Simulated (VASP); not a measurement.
# Ru (Im-3m) in VASP: further runs, part 2 of 2

VASP 6.6.1. Earlier steps stand in the parts before.

## 6. Relaxation of cell and atoms, PBE, collinear spin, ferromagnetic start

This run uses another cell than the first one, of 13.55 Å³/atom, 0.849 times its volume.

Input file INCAR:

```
SYSTEM = Ru
  PREC = Accurate
  ENCUT = 600
  EDIFF = 1E-6
  ISMEAR = -1
  SIGMA = 0.05
  LREAL = .FALSE.
  LASPH = .TRUE.
  NELM = 150
  ALGO = Normal
  ISIF = 3
  LWAVE = .FALSE.
  LCHARG = .FALSE.
  ISPIN = 2
  MAGMOM = 1
  LORBIT = 11
  LMAXMIX = 4
  GGA = PE
  IBRION = 2
  NSW = 80
  EDIFFG = -0.01
```

Input file KPOINTS:

```
Automatic mesh
0
G
  15 15 15
  0 0 0
```

Input file POSCAR:

```
Ru
1.0
   -1.5020265709      1.5020265709      1.5020265709
    1.5020265709     -1.5020265709      1.5020265709
    1.5020265709      1.5020265709     -1.5020265709
Ru
1
Direct
    0.0000000000      0.0000000000      0.0000000000
```

Potentials or basis: VASP PAW PBE potentials, release 64 (Ru_pv).

Run with:

```bash
$ cat potpaw_PBE.64/Ru_pv/POTCAR > POTCAR
$ mpirun -np 1 vasp_std > vasp.out
```

OUTCAR:

```text
SYSTEM = Ru
   PREC = Accurate
   ENCUT = 600
   EDIFF = 1E-6
   ISMEAR = -1
   LREAL = .FALSE.
   LASPH = .TRUE.
   NELM = 150
   ISIF = 3
   ISPIN = 2
   LORBIT = 11
   GGA = PE
   IBRION = 2
   NSW = 80
   EDIFFG = -0.01

 ion  position               nearest neighbor table
   1  0.000  0.000  0.000-

  LATTYP: Found a body centered cubic cell.
 ALAT       =     3.0040531418

  Lattice vectors:

 A1 = (  -1.5020265709,   1.5020265709,   1.5020265709)
 A2 = (   1.5020265709,  -1.5020265709,   1.5020265709)
 A3 = (   1.5020265709,   1.5020265709,  -1.5020265709)

Analysis of symmetry for initial positions (statically):
=====================================================================
 Subroutine PRICEL returns:
 Original cell was already a primitive cell.

 Routine SETGRP: Setting up the symmetry group for a
 body centered cubic supercell.

 Subroutine GETGRP returns: Found 48 space group operations
[... 9 lines left out ...]

 Routine SETGRP: Setting up the symmetry group for a
 body centered cubic supercell.

 Subroutine GETGRP returns: Found 48 space group operations
 (whereof 48 operations were pure point group operations)
 out of a pool of 48 trial point group operations.

The dynamic configuration has the point symmetry O_h .

Analysis of structural, dynamic, and magnetic symmetry:
=====================================================================
 Subroutine PRICEL returns:
 Original cell was already a primitive cell.

 Routine SETGRP: Setting up the symmetry group for a
[... 195 lines left out ...]
 cond. band min:       9.9680907526   @ k =   0.2000   0.0000   0.0000
 fundamental gap:      0.0056736279
 Fermi energy:         9.9662237211

 spin component 1

 k-point     1 :       0.0000    0.0000    0.0000
  band No.  band energies     occupation
      1     -32.5181      1.00000
      2     -32.5181      1.00000
      3     -32.5181      1.00000
      4       2.9186      1.00000
      5       7.7166      1.00000
      6       7.7166      1.00000
      7       7.7166      1.00000
      8       9.9090      0.75842
      9       9.9090      0.75842
     10      20.7395      0.00000
     11      26.9052      0.00000
     12      26.9052      0.00000
[... 778 lines left out ...]
--------------------------------------- Ionic step        4  -------------------------------------------

 number of electron      14.0000001 magnetization      -0.0000810

 Free energy of the ion-electron system (eV)
  ---------------------------------------------------
  ext. energy  EPLUGINS =         0.00000000
  ---------------------------------------------------
  free energy    TOTEN  =        -8.61786519 eV

  energy without entropy =       -8.60144881  energy(sigma->0) =       -8.60965700

 E-fermi :  12.1593     XC(G=0): -13.8209

 val. band max:       12.1587055774   @ k =   0.2000   0.1333   0.1333
 cond. band min:      12.1657464737   @ k =  -0.2667   0.3333   0.2000
 fundamental gap:      0.0070408963
 Fermi energy:        12.1593285237

 spin component 1

 k-point     1 :       0.0000    0.0000    0.0000
  band No.  band energies     occupation
      1     -30.4001      1.00000
      2     -30.4001      1.00000
      3     -30.4001      1.00000
      4       4.2966      1.00000
      5       9.4280      1.00000
      6       9.4280      1.00000
      7       9.4280      1.00000
      8      12.0702      0.85597
      9      12.0702      0.85597
     10      22.7184      0.00000
     11      29.2955      0.00000
     12      29.2955      0.00000
[... 737 lines left out ...]
  FREE ENERGIE OF THE ION-ELECTRON SYSTEM (eV)
  ---------------------------------------------------
  free  energy   TOTEN  =        -8.6178651863 eV

  energy  without entropy=       -8.6014488121  energy(sigma->0) =       -8.60965700

 reached required accuracy - stopping structural energy minimisation

 total charge

# of ion       s       p       d       tot
------------------------------------------
    1        0.381   6.274   5.930  12.585

 magnetization (x)

# of ion       s       p       d       tot
------------------------------------------
    1        0.000   0.000  -0.000  -0.000
```

Run time: 3 min. Hardware: 1 thread of AMD EPYC 7R13 (Zen 3), shared host; peak memory 0.15 GiB.

Results:

* Free energy: -8.6179 eV
* Relaxed volume: 14.23 Å³/atom
* Relaxed cell: a = 2.644 Å, b = 2.644 Å, c = 2.644 Å, α = 109.47°, β = 109.47°, γ = 109.47°
* Space group after relaxing (to 0.05 Å): Im-3m (No. 229)
* Energy gained by relaxing: 30.1 meV/atom
* Ionic steps: 4
* Pressure after relaxing: -0.1 GPa
* Band gap on the k mesh: zero (filled and empty bands overlap)
* Net moment: 0.00 μB per cell
* Valence electrons inside the program's atomic spheres: Ru 12.59

The path:
```csv
step,energy change (eV),largest force (eV/Å),pressure (GPa),volume (Å³)
1,0.0000,0.0000,15.19,13.55
2,0.1625,0.0000,-26.83,16.24
3,-0.0300,0.0000,-0.67,14.26
4,-0.0301,0.0000,-0.09,14.23
```

Final structure:
```cif
data_structure
_symmetry_space_group_name_H-M 'P 1'
_symmetry_Int_Tables_number 1
_cell_length_a 2.6438
_cell_length_b 2.6438
_cell_length_c 2.6438
_cell_angle_alpha 109.471
_cell_angle_beta 109.471
_cell_angle_gamma 109.471
_cell_volume 14.23
loop_
_atom_site_label
_atom_site_type_symbol
_atom_site_fract_x
_atom_site_fract_y
_atom_site_fract_z
_atom_site_occupancy
Ru1 Ru 0.00000 0.00000 0.00000 1
```

Levels at points of the mesh, in eV from the Fermi level:
Spin up:
```csv
k point,band 4,band 5,band 6,band 7,band 8,band 9,band 10,band 11
"(0.00, 0.00, 0.00)",-7.86,-2.73,-2.73,-2.73,-0.09,-0.09,10.56,17.14
```
Spin down:
```csv
k point,band 3,band 4,band 5,band 6,band 7,band 8,band 9,band 10,band 11,band 12
"(0.00, 0.00, 0.00)",-42.56,-7.86,-2.73,-2.73,-2.73,-0.09,-0.09,10.56,17.14,17.14
```

## 7. Summary

| task | spin | cell | k mesh | cutoff (eV) | smearing | gap on the mesh (eV) | pressure (GPa) | moment (μB) | relaxed volume (Å³/atom) |
| --- | --- | --- | --- | --- | --- | --- | --- | --- | --- |
| single point | off | a = 2.747 Å, angles 109.5°, 1 atom | 16 × 16 × 16 | 520 | fermi-dirac 0.1 eV | none | -23.8 | - | - |
| relaxation of cell and atoms | off | relaxed from a = 2.602 Å, angles 109.5°, 1 atom | 15 × 15 × 15 | 600 | fermi-dirac 0.1 eV | none | -0.1 | - | 14.25 |
| single point | off | a = 2.646 Å, angles 109.5°, 1 atom | 24 × 24 × 24 | 520 | fermi-dirac 0.1 eV | none | -0.1 | - | - |
| single point | non-collinear, zero start, SOC | a = 2.646 Å, angles 109.5°, 1 atom | 14 × 14 × 14 | 520 | fermi-dirac 0.1 eV | - | 0.3 | 0.00 | - |
| relaxation of cell and atoms | collinear, ferromagnetic start | relaxed from a = 2.602 Å, angles 109.5°, 1 atom | 15 × 15 × 15 | 600 | fermi-dirac 0.05 eV | none | -0.1 | 0.00 | 14.23 |

Alike in all rows: level PBE; potentials or basis VASP PAW PBE potentials, release 64 (Ru_pv).

Total energies depend on the potentials used, so only differences within one code and one set of settings carry meaning.
